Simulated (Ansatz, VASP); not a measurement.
BaS: VASP beside Ansatz

INCAR

```
ALGO = Normal ; EDIFF = 1E-8
ENCUT = 520 ; GGA = PE
ISIF = 2 ; ISMEAR = -1
LASPH = T ; LCHARG = F
LEFG = T ; LREAL = F
LWAVE = F ; NBANDS = 15
NELM = 60 ; PREC = Accurate
SIGMA = 0.02
```

The input KPOINTS:

```
k-points
0
Gamma
  8 8 8
```

Contents of POSCAR:

```
BaS
1.0
    0.0958125000      3.2416562500      3.2416562500
    3.2416562500      0.0958125000      3.2416562500
    3.2416562500      3.2416562500      0.0958125000
Ba S
1 1
Direct
    0.0000000000      0.0000000000      0.0000000000
    0.5000000000      0.5000000000      0.5000000000
```

Input for Ansatz:

```yaml
crystal:
  lattice:
    - [0.0958125, 3.24165625, 3.24165625]
    - [3.24165625, 0.0958125, 3.24165625]
    - [3.24165625, 3.24165625, 0.0958125]
  atoms:
    - { symbol: Ba, position: [0.0, 0.0, 0.0] }
    - { symbol: S, position: [0.5, 0.5, 0.5] }
kpoints:
  mp_grid: { grid: [8, 8, 8] }
scf:
  occupations: { method: fermi_dirac, width: 0.02 }
hamiltonian:
  xc: pbe
  pseudopotentials: { kind: all_electron, datasets: crystal }
output:
  forces: true
  stress: true
  eigenvalues: true
  efg: { contact_densities: true }
```

Change from the starting cell: equal xy, yz and zx shear strains of +3 %, crystal datasets.

Alike in both runs: task electric field gradients; functional PBE; k mesh 8 × 8 × 8; occupations fermi-dirac, width 0.02 eV; no spin polarisation.

|  | VASP | Ansatz |
| --- | --- | --- |
| version | VASP 6.6.1 | Ansatz 0.2.0 |
| potentials or method | VASP PAW PBE potentials, release 64 (Ba_sv, S), cutoff 520 eV | all-electron PAW with datasets made for the crystal, scalar-relativistic |

|  | VASP | Ansatz | Ansatz less VASP |
| --- | --- | --- | --- |
| gap on the k mesh at the Fermi level (eV) | 2.06 | 2.16 | +0.099 |
| pressure (GPa) | 1.4 | 0.8 | -0.60 |
| traceless stress, the component that is largest in VASP (GPa) | -0.60 | -0.60 | 0.000 |
| size of Vzz on the site where it differs most (V/Å²) | 22.0 | 21.8 | -0.14 |

Ansatz ran all-electron here, and VASP with PAW potentials.

Neither program's run includes spin-orbit coupling.
